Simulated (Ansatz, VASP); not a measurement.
## One calculation of LiAl2B2, two programs

```
Li Al B
1.0
     3.00286    0.00000    0.00000
    -1.50143    2.60055    0.00000
     0.00000    0.00000    7.77834
Li Al B
1 2 2
Direct
  0.00000 0.00000 0.06551
  0.00000 0.00000 0.46347
  0.33333 0.66667 0.75618
  0.33333 0.66667 0.27029
  0.66667 0.33333 0.27222
```

Alike in both runs: task single point; functional r2SCAN; k mesh 12 × 12 × 6; occupations gaussian, width 0.1 eV; no spin polarisation.

|  | VASP | Ansatz |
| --- | --- | --- |
| version | VASP 6.6.1 | Ansatz 0.2.0 |
| potentials or method | VASP PAW PBE potentials, release 64 (Li_sv, Al, B), cutoff 520 eV | scalar-relativistic, plane waves, PAW |
| valence electrons in the cell | 15 | 15 |

Ansatz gave:

| Item | Value |
| --- | --- |
| gap on the k mesh at the Fermi level (eV) | none |
| rms of the force components (eV/Å) | 0.041 |

Task: Which values does VASP return?

Result: gap on the k mesh at the Fermi level (eV): none; rms of the force components (eV/Å): 0.045.

VASP's potentials were made for PBE, not for r2SCAN. Atom by atom the forces differ by 0.010 eV/Å (rms over components). A gap of «none» marks a metal or a gap that the smearing closes. With one functional, cell and mesh, what is left measures potentials, basis and numerics.

Noted on VASP's run: the cutoff is short for stress, so the pressure is rough.
